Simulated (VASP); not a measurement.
TiPd, 2 atoms in the cell. It takes space group P4/mmm (No. 123, tetragonal). Conventional cell: a = 2.815 Å, b = 2.815 Å, c = 3.866 Å, α = 90.00°, β = 90.00°, γ = 90.00°. Within 3.7 Å of Ti (site symmetry 4/mmm) lie 8 Pd at 2.77 Å and 4 Ti at 2.81 Å. Pd (site symmetry 4/mmm) has 8 Ti at 2.77 Å and 4 Pd at 2.81 Å within 3.7 Å. 

```yaml
Program: VASP 6.6.1
Task: relaxation of cell and atoms
Functional: PBEsol
Potentials_or_basis: VASP PAW PBE potentials, release 64 (Ti_sv, Pd)
Cutoff: 600 eV
k_mesh: 6 × 6 × 5
Occupations: fermi-dirac, width 0.05 eV
Spin: no spin polarisation
Target_pressure: 45 GPa
Dipole_correction: no
Further_INCAR_settings: ALGO = Normal; EDIFF = 1e-06; IBRION = 2; EDIFFG = -0.01; NSW = 80; ISIF = 3
```

Potentials or basis: VASP PAW PBE potentials, release 64 (Ti_sv, Pd).

Launch:

```console
$ cat potpaw_PBE.64/Ti_sv/POTCAR potpaw_PBE.64/Pd/POTCAR > POTCAR
$ mpirun -np 1 vasp_std > vasp.out
```

Hardware: 1 thread of Intel(R) Xeon(R) 6975P-C (Granite Rapids) (shared host).

Q: How long does it take, and how much memory?

A: Wall time 110 s on 1 thread of Intel(R) Xeon(R) 6975P-C (Granite Rapids), on a shared host, peak memory 0.17 GiB. Counts: scf iterations 106, k points 30, ion steps 11.
